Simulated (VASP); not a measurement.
# Be (P6_3/mmc) in VASP: vibrations by perturbation theory with PBE

Aim: the vibrations by perturbation theory of Be with PBE.

Program: VASP 6.6.1. These are calculated values, not measurements. Logs are shortened: lines on timing, memory, paths and dates and some standing lists are left out, and cuts for length are marked.

**1. The cell of the first run**

It takes space group P6_3/mmc (No. 194, hexagonal). Conventional cell: a = 2.264 Å, b = 2.264 Å, c = 3.563 Å, α = 90.00°, β = 90.00°, γ = 120.00°. Within 2.9 Å of Be (site symmetry -6m2) lie 12 Be at 2.21 to 2.26 Å.

**2. Vibrations by perturbation theory, PBE**

Input file INCAR:

```
PREC = Accurate
ENCUT = 520
EDIFF = 1E-8
ISMEAR = -1
SIGMA = 0.15
LREAL = False
LASPH = True
NELM = 80
ALGO = Fast
ISIF = 2
LWAVE = False
LCHARG = True
GGA = PE
NBANDS = 9
IBRION = 8
NSW = 1
```

Input file KPOINTS:

```
Automatic mesh
0
Gamma
  30 30 16
```

Input file POSCAR:

```
Be
1.0
    2.2640711664      0.0000000000      0.0000000000
   -1.1320355832      1.9607431461      0.0000000000
    0.0000000000      0.0000000000      3.5634653991
Be
2
Direct
    0.6666666667      0.3333333333      0.7500000000
    0.3333333333      0.6666666667      0.2500000000
```

Potentials or basis: VASP PAW PBE potentials, release 64 (Be).

Run with:

```
$ cat potpaw_PBE.64/Be/POTCAR > POTCAR
$ mpirun -np 1 vasp_std > vasp.out
```

OUTCAR:

```text
PREC = Accurate
   ENCUT = 520
   EDIFF = 1E-8
   ISMEAR = -1
   LREAL = False
   LASPH = True
   NELM = 80
   ISIF = 2
   GGA = PE
   IBRION = 8
   NSW = 1

 ion  position               nearest neighbor table
   1  0.667  0.333  0.750-   2 2.21   2 2.21   2 2.21   2 2.21   2 2.21   2 2.21
   2  0.333  0.667  0.250-   1 2.21   1 2.21   1 2.21   1 2.21   1 2.21   1 2.21

  LATTYP: Found a hexagonal cell.
 ALAT       =     2.2640711664
 C/A-ratio  =     1.5739193414

  Lattice vectors:

 A1 = (   2.2640711664,   0.0000000000,   0.0000000000)
 A2 = (  -1.1320355832,   1.9607431461,   0.0000000000)
 A3 = (   0.0000000000,   0.0000000000,   3.5634653991)

Analysis of symmetry for initial positions (statically):
=====================================================================
 Subroutine PRICEL returns:
 Original cell was already a primitive cell.

 Routine SETGRP: Setting up the symmetry group for a
 hexagonal supercell.

 Subroutine GETGRP returns: Found 24 space group operations
 (whereof 12 operations were pure point group operations)
 out of a pool of 24 trial point group operations.

The static configuration has the point symmetry D_3d.
 The point group associated with its full space group is D_6h.

Analysis of symmetry for dynamics (positions and initial velocities):
=====================================================================
 Subroutine PRICEL returns:
 Original cell was already a primitive cell.

 Routine SETGRP: Setting up the symmetry group for a
 hexagonal supercell.

 Subroutine GETGRP returns: Found 24 space group operations
 (whereof 12 operations were pure point group operations)
 out of a pool of 24 trial point group operations.

The dynamic configuration has the point symmetry D_3d.
 The point group associated with its full space group is D_6h.

 Subroutine INISYM returns: Found 24 space group operations
 (whereof 12 operations are pure point group operations),
 and found     1 'primitive' translations

----------------------------------------------------------------------------------------
[... 452 lines left out ...]
 -----------------------------------------------------------------------------
  energy-cutoff  :      520.00
  volume of cell :       15.82
      direct lattice vectors                 reciprocal lattice vectors
     2.264071166  0.000000000  0.000000000     0.441682229  0.255005354  0.000000000
    -1.132035583  1.960743146  0.000000000     0.000000000  0.510010708  0.000000000
     0.000000000  0.000000000  3.563465399     0.000000000  0.000000000  0.280625708

 POSITION                                       TOTAL-FORCE (eV/Angst)
 -----------------------------------------------------------------------------------
      1.13204      0.65358      2.67260         0.000000     -0.000000      0.000000
     -0.00000      1.30716      0.89087        -0.000000      0.000000      0.000000
 -----------------------------------------------------------------------------------
    total drift:                                0.000000     -0.000000      0.000000

  FREE ENERGIE OF THE ION-ELECTRON SYSTEM (eV)
  ---------------------------------------------------
  free  energy   TOTEN  =        -7.5395711119 eV

  energy  without entropy=       -7.5302145972  energy(sigma->0) =       -7.53489285

[... ionic steps 2 to 3 ...]

--------------------------------------- Ionic step        4  -------------------------------------------

------------------------ aborting loop because EDIFF is reached ----------------------------------------

[... ionic steps 5 to 5 ...]

--------------------------------------- Ionic step        6  -------------------------------------------

 Free energy of the ion-electron system (eV)
  ---------------------------------------------------
  ---------------------------------------------------
  free energy    TOTEN  =        -0.01478003 eV

  energy without entropy =       -0.01478003

------------------------ aborting loop because EDIFF is reached ----------------------------------------

 INTERNAL STRAIN TENSOR  FOR ION    1  DIRECTION 3   (eV/Angst):
 -----------------------------------------------------------------------------
     0.00622  0.00000  0.00000
     0.00000  0.00622 -0.00000
     0.00000 -0.00000 -0.01249

 INTERNAL STRAIN TENSOR FOR ION    2 for displacements in x,y,z  (eV/Angst):
          X           Y           Z          XY          YZ          ZX
  --------------------------------------------------------------------------------
  x     0.00000     0.00000     0.00000    -2.30234     0.00000     0.00000
  y    -2.30234     2.30234     0.00000     0.00000     0.00000     0.00000
  z     0.00000    -0.00000     0.00000     0.00000     0.00000     0.00000

 SECOND DERIVATIVES (NOT SYMMETRIZED)
 ------------------------------------
               1X          1Y          1Z          2X          2Y          2Z
  1X    -3.624391    0.000000    0.000000    3.624391    0.000000    0.000000
  1Y     0.000000   -3.624391    0.000000    0.000000    3.624391    0.000000
  1Z     0.000000    0.000000   -7.999789    0.000000    0.000000    7.999789
  2X     3.624391    0.000000    0.000000   -3.624391    0.000000    0.000000
  2Y     0.000000    3.624391    0.000000    0.000000   -3.624391    0.000000
  2Z     0.000000    0.000000    7.999789    0.000000    0.000000   -7.999789

 Eigenvectors and eigenvalues of the dynamical matrix
 ----------------------------------------------------

   1 f  =   20.829090 THz   130.873034 2PiTHz  694.783664 cm-1    86.142157 meV
             X         Y         Z           dx          dy          dz
      1.132036  0.653581  2.672599     0.000000    0.000000   -0.707107
     -0.000000  1.307162  0.890866     0.000000    0.000000    0.707107
[... 21 lines left out ...]
   6 f  =    0.000000 THz     0.000000 2PiTHz    0.000000 cm-1     0.000000 meV
             X         Y         Z           dx          dy          dz
      1.132036  0.653581  2.672599     0.000000    0.000000    0.707107
     -0.000000  1.307162  0.890866     0.000000    0.000000    0.707107

--------------------------------------------------------------------------------------------------------

 ELASTIC MODULI CONTR FROM IONIC RELAXATION (kBar)
 Direction    XX          YY          ZZ          XY          YZ          ZX
 --------------------------------------------------------------------------------
 XX        -148.1265    148.1265      0.0000      0.0000     -0.0000      0.0000
 YY         148.1265   -148.1265      0.0000     -0.0000      0.0000      0.0000
 ZZ           0.0000      0.0000      0.0000      0.0000      0.0000      0.0000
 XY           0.0000     -0.0000      0.0000   -148.1265      0.0000      0.0000
 YZ          -0.0000      0.0000      0.0000      0.0000     -0.0000      0.0000
 ZX           0.0000      0.0000      0.0000      0.0000      0.0000      0.0000
 --------------------------------------------------------------------------------
```

stdout:

```text
POSCAR found type information on POSCAR Be
 POSCAR found :  1 types and       2 ions
 scaLAPACK will be used
 LDA part: xc-table for (Slater+PW92), standard interpolation
 POSCAR, INCAR and KPOINTS ok, starting setup
 FFT: planning ... GRIDC
 FFT: planning ... GRID_SOFT
 FFT: planning ... GRID
 WAVECAR not read
 entering main loop
 Linear response reoptimize wavefunctions to high precision
 Linear response DOF=           2
 Linear response progress:
 first order change of Fermi-energy   0.16189E-05
 force on displaced ion       1 direction 1 :  -3.624  -0.000   0.000
 Linear response progress:
 first order change of Fermi-energy   0.15251E-04
 force on displaced ion       1 direction 3 :  -0.000  -0.000  -8.000
 Linear response finished
```

Run time: 8.2 min. Hardware: 1 thread of Intel Xeon Platinum 8488C (Sapphire Rapids), shared host; peak memory 1.1 GiB.

Results:

| Item | Value |
| --- | --- |
| Highest phonon frequency at Γ | 695 cm⁻¹ |

Phonon frequencies in cm⁻¹ (negative: imaginary):
| q point | frequencies |
| --- | --- |
| (0.000, 0.000, 0.000) | 0 0 0 468 468 695 |
